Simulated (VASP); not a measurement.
# InP (F-43m) in VASP: single point with HSE06

Aim: the single point of InP with HSE06.

Everything below comes from runs of VASP 6.6.1. Logs are shortened: lines on timing, memory, paths and dates and some standing lists are left out, and cuts for length are marked.

### Step 1. The cell of the first run

It takes space group F-43m (No. 216, cubic). Conventional cell: a = 5.861 Å, b = 5.861 Å, c = 5.861 Å, α = 90.00°, β = 90.00°, γ = 90.00°. In (site symmetry -43m) has 4 P at 2.54 Å within 3.3 Å. Within 3.3 Å of P (site symmetry -43m) lie 4 In at 2.54 Å.

### Step 2. Single point, HSE06

POSCAR reads:

```
InP
1.0
    0.0000000000      2.9305000000      2.9305000000
    2.9305000000      0.0000000000      2.9305000000
    2.9305000000      2.9305000000      0.0000000000
In P
1 1
Direct
    0.0000000000      0.0000000000      0.0000000000
    0.2500000000      0.2500000000      0.2500000000
```

INCAR.step1 reads:

```
ALGO = Normal
EDIFF = 1E-5
ENCUT = 520
GGA = PE
ISIF = 2
ISMEAR = 0
LASPH = T
LREAL = F
LWAVE = T
NBANDS = 16
NELM = 80
PREC = Accurate
SIGMA = 0.01
```

INCAR.step2 reads:

```
ALGO = Normal
EDIFF = 1E-7
ENCUT = 520
GGA = PE
HFSCREEN = 0.2079
ISIF = 2
ISMEAR = 0
ISTART = 1
LASPH = T
LCHARG = T
LELF = T
LHFCALC = T
LREAL = F
LVHAR = T
LWAVE = F
NBANDS = 16
NELM = 80
PREC = Accurate
PRECFOCK = Normal
SIGMA = 0.01
```

KPOINTS reads:

```
k-points
0
Gamma
  6 6 6
```

Potentials or basis: VASP PAW PBE potentials, release 64 (In_d, P).

The run is started by

```console
cat potpaw_PBE.64/In_d/POTCAR potpaw_PBE.64/P/POTCAR > POTCAR
cp INCAR.step1 INCAR
mpirun -np 1 vasp_std > vasp.out
cp INCAR.step2 INCAR
mpirun -np 1 vasp_std > vasp.out
```

OUTCAR:

```text
EDIFF = 1E-7
   ENCUT = 520
   GGA = PE
   HFSCREEN = 0.2079
   ISIF = 2
   ISMEAR = 0
   ISTART = 1
   LASPH = T
   LHFCALC = T
   LREAL = F
   NELM = 80
   PREC = Accurate
   PRECFOCK = Normal

 ion  position               nearest neighbor table
   1  0.000  0.000  0.000-   2 2.54   2 2.54   2 2.54   2 2.54
   2  0.250  0.250  0.250-   1 2.54   1 2.54   1 2.54   1 2.54

  LATTYP: Found a face centered cubic cell.
 ALAT       =     5.8610000000

  Lattice vectors:

 A1 = (   0.0000000000,   2.9305000000,   2.9305000000)
 A2 = (   2.9305000000,   0.0000000000,   2.9305000000)
 A3 = (   2.9305000000,   2.9305000000,   0.0000000000)

Analysis of symmetry for initial positions (statically):
=====================================================================
 Subroutine PRICEL returns:
 Original cell was already a primitive cell.

 Routine SETGRP: Setting up the symmetry group for a
 face centered cubic supercell.

 Subroutine GETGRP returns: Found 24 space group operations
 (whereof 24 operations were pure point group operations)
 out of a pool of 48 trial point group operations.

The static configuration has the point symmetry T_d .

Analysis of symmetry for dynamics (positions and initial velocities):
=====================================================================
 Subroutine PRICEL returns:
 Original cell was already a primitive cell.

 Routine SETGRP: Setting up the symmetry group for a
 face centered cubic supercell.

 Subroutine GETGRP returns: Found 24 space group operations
 (whereof 24 operations were pure point group operations)
 out of a pool of 48 trial point group operations.

The dynamic configuration has the point symmetry T_d .

 Subroutine INISYM returns: Found 24 space group operations
 (whereof 24 operations are pure point group operations),
 and found     1 'primitive' translations

----------------------------------------------------------------------------------------

                                     Primitive cell

  volume of cell :      50.3333

  direct lattice vectors                    reciprocal lattice vectors
     0.000000000  2.930500000  2.930500000    -0.170619348  0.170619348  0.170619348
     2.930500000  0.000000000  2.930500000     0.170619348 -0.170619348  0.170619348
     2.930500000  2.930500000  0.000000000     0.170619348  0.170619348 -0.170619348

  length of vectors
     4.144352845  4.144352845  4.144352845     0.295521380  0.295521380  0.295521380

  position of ions in fractional coordinates (direct lattice)
     0.000000000  0.000000000  0.000000000
     0.250000000  0.250000000  0.250000000

  ion indices of the primitive-cell ions
   primitive index   ion index
                 1           1
                 2           2

----------------------------------------------------------------------------------------

 KPOINTS: k-points

Automatic generation of k-mesh.
 Grid dimensions read from file:
 generate k-points for:    6    6    6

 Generating k-lattice:

  Cartesian coordinates                     Fractional coordinates (reciprocal lattice)
    -0.028436558  0.028436558  0.028436558     0.166666667  0.000000000  0.000000000
     0.028436558 -0.028436558  0.028436558     0.000000000  0.166666667  0.000000000
     0.028436558  0.028436558 -0.028436558     0.000000000  0.000000000  0.166666667

  Length of vectors
     0.049253563  0.049253563  0.049253563

  Shift w.r.t. Gamma in fractional coordinates (k-lattice)
     0.000000000  0.000000000  0.000000000

 Subroutine IBZKPT returns following result:
 ===========================================

 Found     16 irreducible k-points:

 Following reciprocal coordinates:
            Coordinates               Weight
  0.000000  0.000000  0.000000      1.000000
  0.166667  0.000000  0.000000      8.000000
  0.333333  0.000000  0.000000      8.000000
  0.500000  0.000000  0.000000      4.000000
  0.166667  0.166667  0.000000      6.000000
  0.333333  0.166667  0.000000     24.000000
[... 8 lines left out ...]
 -0.333333  0.333333  0.166667     24.000000
 -0.333333  0.500000  0.166667     12.000000
   k-points           NKPTS =     16   k-points in BZ     NKDIM =    216   number of bands    NBANDS=     16
   number of dos      NEDOS =    301   number of ions     NIONS =      2
   total plane-waves  NPLWV =  32768
   dimension x,y,z NGX =    32 NGY =   32 NGZ =   32
   dimension x,y,z NGXF=    64 NGYF=   64 NGZF=   64
   ions per type =               1   1
   NGX,Y,Z   is equivalent  to a cutoff of  12.84, 12.84, 12.84 a.u.
   NGXF,Y,Z  is equivalent  to a cutoff of  25.67, 25.67, 25.67 a.u.
 SYSTEM =  unknown system
   PREC   = accura    normal or accurate (medium, high low for compatibility)
   ISTART =      1    job   : 0-new  1-cont  2-samecut
   ICHARG =      0    charge: 1-file 2-atom 10-const
   ISPIN  =      1    spin polarized calculation?
   LNONCOLLINEAR =      F non collinear calculations
   LSORBIT =      F    spin-orbit coupling
   LASPH  =      T    aspherical Exc in radial PAW
   ENCUT  =  520.0 eV  38.22 Ry    6.18 a.u.   7.71  7.71  7.71*2*pi/ulx,y,z
   NELM   =     80;   NELMIN=  2; NELMDL=  0     # of ELM steps
   EDIFF  = 0.1E-06   stopping-criterion for ELM
   LREAL  =      F    real-space projection
   EDIFFG = 0.1E-05   stopping-criterion for IOM
   NSW    =      0    number of steps for IOM
   IBRION =     -1    ionic relax: 0-MD 1-quasi-New 2-CG
   NFREE  =      0    steps in history (QN), initial steepest desc. (CG)
   ISIF   =      2    stress and relaxation
   ISYM   =      3    0-nonsym 1-usesym 2-fastsym
   POTIM  = 0.5000    time-step for ionic-motion
   TEBEG  =    0.0;   TEEND  =   0.0 temperature during run
   PSTRESS=    0.0 pullay stress
   NELECT =      18.0000    total number of electrons
   NUPDOWN=      -1.0000    fix difference up-down
   EMIN   =  10.00;   EMAX   =-10.00  energy-range for DOS
   EFERMI =   0.00;   METHOD = LEGACY
   ISMEAR =     0;   SIGMA  =   0.01  broadening in eV -4-tet -1-fermi 0-gaus
   EFERMI_NEDOS =   21; number of points for ismear=-14 and -15
   IALGO  =     38    algorithm
   IMIX   =      1    mixing-type and parameters
     AMIX     =   0.40;   BMIX     =  1.00
     AMIX_MAG =   1.60;   BMIX_MAG =  1.00
  volume/ion in A,a.u.               =      25.17       169.83
  Fermi-wavevector in a.u.,A,eV,Ry     =   1.162021  2.195901 18.371846  1.350293
  Thomas-Fermi vector in A             =   2.298587
   LORBIT       =      0    0 simple, 1 ext, 2 COOP (PROOUT), +10 PAW based schemes
   GGA     = PE    functional components
   LHFCALC =     T    Hartree Fock is set to
   PRECFOCK=normal    Normal, Fast or Accurate (Low or Medium for compatibility)
   ENCUT4O =  -1.0   cutoff for four orbital integrals eV
   NKREDX  =     1    reduce k-point grid by
   NKREDY  =     1    reduce k-point grid by
   NKREDZ  =     1    reduce k-point grid by
   AEXX    =    0.2500 exact exchange contribution
   HFSCREEN=    0.2079 screening length (either q_TF or 0.3 A-1)
   HFSCREENC=   0.2079 screening length for correlation (either q_TF or 0.3 A-1)
   ENCUTFOCK=  -1.0 apply spherical cutoff to Coloumb kernel
   IVDW    =     0    specifies the selected vdW correction
   LEPSILON=     F    determine dielectric tensor
   LRPA    =     F    only Hartree local field effects (RPA)
 non-spin polarized calculation
 Gauss-broadening in eV      SIGMA  =   0.01
  energy-cutoff  :      520.00
  volume of cell :       50.33
 maximum number of plane-waves:      1380
  NGX = 24; NGY = 24; NGZ = 24

 number of electron      18.0000005 magnetization

 Free energy of the ion-electron system (eV)
  ---------------------------------------------------
  ext. energy  EPLUGINS =         0.00000000
  ---------------------------------------------------
  free energy    TOTEN  =        -9.98126394 eV

  energy without entropy =       -9.98126394  energy(sigma->0) =       -9.98126394

 E-fermi :   4.9066     XC(G=0):  -7.7301

 val. band max:        4.7677970606   @ k =   0.0000   0.0000   0.0000
 cond. band min:       6.2669963608   @ k =   0.0000   0.0000   0.0000
 fundamental gap:      1.4991993002
 Fermi energy:         4.9065818630

 k-point     1 :       0.0000    0.0000    0.0000
  band No.  band energies     occupation
      1     -11.1142      2.00000
      2     -11.1142      2.00000
      3     -11.1142      2.00000
      4     -10.9524      2.00000
      5     -10.9524      2.00000
      6      -7.9741      2.00000
[... 8 lines left out ...]
     15      15.2697      0.00000
     16      15.2697      0.00000

 k-point     2 :       0.1667    0.0000    0.0000
  band No.  band energies     occupation
      1     -11.1448      2.00000
      2     -11.1016      2.00000
      3     -11.1016      2.00000
      4     -10.9521      2.00000
      5     -10.9521      2.00000
      6      -7.6337      2.00000
[... 8 lines left out ...]
     15      14.3515      0.00000
     16      15.2365      0.00000

 k-point     3 :       0.3333    0.0000    0.0000
  band No.  band energies     occupation
      1     -11.2021      2.00000
      2     -11.0811      2.00000
      3     -11.0811      2.00000
      4     -10.9463      2.00000
      5     -10.9463      2.00000
      6      -6.7538      2.00000
[... 8 lines left out ...]
     15      14.8999      0.00000
     16      14.8999      0.00000

 k-point     4 :       0.5000    0.0000    0.0000
  band No.  band energies     occupation
      1     -11.2292      2.00000
      2     -11.0739      2.00000
      3     -11.0739      2.00000
      4     -10.9401      2.00000
      5     -10.9401      2.00000
      6      -6.1004      2.00000
[... 8 lines left out ...]
     15      16.6064      0.00000
     16      16.6064      0.00000
[... 172 lines left out ...]
 k-point    14 :       0.5000    0.3333    0.1667
  band No.  band energies     occupation
      1     -11.2440      2.00000
      2     -11.0578      2.00000
      3     -11.0401      2.00000
      4     -10.9722      2.00000
      5     -10.9351      2.00000
      6      -6.0676      2.00000
[... 8 lines left out ...]
     15      17.0725      0.00000
     16      17.7916      0.00000

 k-point    15 :      -0.3333    0.3333    0.1667
  band No.  band energies     occupation
      1     -11.2538      2.00000
      2     -11.0579      2.00000
      3     -11.0291      2.00000
      4     -10.9668      2.00000
      5     -10.9400      2.00000
      6      -5.5480      2.00000
[... 8 lines left out ...]
     15      17.0141      0.00000
     16      17.6210      0.00000

 k-point    16 :      -0.3333    0.5000    0.1667
  band No.  band energies     occupation
      1     -11.2734      2.00000
      2     -11.0398      2.00000
      3     -11.0152      2.00000
      4     -10.9817      2.00000
      5     -10.9316      2.00000
      6      -5.3269      2.00000
[... 8 lines left out ...]
     15      17.3013      0.00000
     16      18.0047      0.00000

------------------------ aborting loop because EDIFF is reached ----------------------------------------

  FORCE on cell =-STRESS in cart. coord.  units (eV):
  Direction    XX          YY          ZZ          XY          YZ          ZX
  --------------------------------------------------------------------------------------
  -------------------------------------------------------------------------------------
  Total        0.4302654      0.4302654      0.4302654      0.0000000      0.0000000      0.0000000
  in kB       13.6959387     13.6959387     13.6959387      0.0000000      0.0000000      0.0000000
  external PRESSURE =      13.6959387 kB  Pullay stress =       0.0000000 kB

 VOLUME and BASIS-vectors are now :
 -----------------------------------------------------------------------------
  energy-cutoff  :      520.00
  volume of cell :       50.33
      direct lattice vectors                 reciprocal lattice vectors
     0.000000000  2.930500000  2.930500000    -0.170619348  0.170619348  0.170619348
     2.930500000  0.000000000  2.930500000     0.170619348 -0.170619348  0.170619348
     2.930500000  2.930500000  0.000000000     0.170619348  0.170619348 -0.170619348

 POSITION                                       TOTAL-FORCE (eV/Angst)
 -----------------------------------------------------------------------------------
      0.00000      0.00000      0.00000         0.000000     -0.000000      0.000000
      1.46525      1.46525      1.46525        -0.000000      0.000000     -0.000000
 -----------------------------------------------------------------------------------
    total drift:                                0.000039      0.000040      0.000025

  FREE ENERGIE OF THE ION-ELECTRON SYSTEM (eV)
  ---------------------------------------------------
  free  energy   TOTEN  =        -9.9812639434 eV

  energy  without entropy=       -9.9812639434  energy(sigma->0) =       -9.98126394
```

It took 43 min on 1 thread of AMD EPYC 7R43 (Zen 3), shared host; peak memory 0.27 GiB.

What came out:

| Property | Result |
| --- | --- |
| Free energy | -9.9813 eV |
| Pressure | 1.4 GPa |
| Band gap on the k mesh | 1.50 eV |

Caveat: the PAW data sets were made with another functional, which shifts forces and pressure a little; spin-orbit coupling is left out, which moves the levels of the heavy elements.
